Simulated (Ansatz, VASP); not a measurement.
**BN: VASP beside Ansatz**

The input INCAR:

```
PREC = Accurate
ENCUT = 520
EDIFF = 1E-6
ISMEAR = 0
SIGMA = 0.05
LREAL = F
LASPH = T
NELM = 100
ALGO = Normal
ISIF = 2
LWAVE = F
LCHARG = F
GGA = PE
NBANDS = 26
```

File KPOINTS:

```
regular mesh
0
Gamma
  6 6 10
```

The input POSCAR:

```
BN
1.0
    4.3895000000      0.0000000000      0.0000000000
    0.0000000000      4.3895000000      0.0000000000
    0.0000000000      0.0000000000      2.2433000000
B N
4 4
Direct
    0.1742811368      0.8257188632      0.5000000000
    0.3257188632      0.3257188632      0.0000000000
    0.6742811368      0.6742811368      0.0000000000
    0.8257188632      0.1742811368      0.5000000000
    0.8126115048      0.8126115048      0.5000000000
    0.3126115048      0.6873884952      0.0000000000
    0.6873884952      0.3126115048      0.0000000000
    0.1873884952      0.1873884952      0.5000000000
```

Input for Ansatz:

```yaml
crystal:
  lattice:
    - [4.3895, 0.0, 0.0]
    - [0.0, 4.3895, 0.0]
    - [0.0, 0.0, 2.2433]
  atoms:
    - { symbol: B, position: [0.1742811368, 0.8257188632, 0.5] }
    - { symbol: B, position: [0.3257188632, 0.3257188632, 0.0] }
    - { symbol: B, position: [0.6742811368, 0.6742811368, 0.0] }
    - { symbol: B, position: [0.8257188632, 0.1742811368, 0.5] }
    - { symbol: "N", position: [0.8126115048, 0.8126115048, 0.5] }
    - { symbol: "N", position: [0.3126115048, 0.6873884952, 0.0] }
    - { symbol: "N", position: [0.6873884952, 0.3126115048, 0.0] }
    - { symbol: "N", position: [0.1873884952, 0.1873884952, 0.5] }
basis:
  ecutwfc: 520.0
kpoints:
  mp_grid: { grid: [6, 6, 10] }
hamiltonian:
  xc: pbe
  pseudopotentials: { kind: paw, azcp: { folder: soft_1 } }
scf:
  occupations: { method: gaussian, width: 0.05 }
output:
  forces: true
  stress: true
  eigenvalues: true
```

Alike in both runs: task single point; functional PBE; k mesh 6 × 6 × 10; occupations gaussian, width 0.05 eV; no spin polarisation.

|  | VASP | Ansatz |
| --- | --- | --- |
| version | VASP 6.6.1 | Ansatz 0.2.0 |
| potentials or method | VASP PAW PBE potentials, release 64 (B, N), cutoff 520 eV | scalar-relativistic, plane waves, PAW |
| valence electrons in the cell | 32 | 32 |

|  | VASP | Ansatz | Ansatz less VASP |
| --- | --- | --- | --- |
| gap on the k mesh at the Fermi level (eV) | 4.12 | 4.13 | +0.018 |
| least direct gap on the mesh (eV) | 5.89 | 5.90 | +0.010 |
| rms of the force components (eV/Å) | 0.895 | 0.880 | -0.0144 |

Atom by atom the forces differ by 0.015 eV/Å (rms over components). With one functional, cell and mesh, what is left measures potentials, basis and numerics.
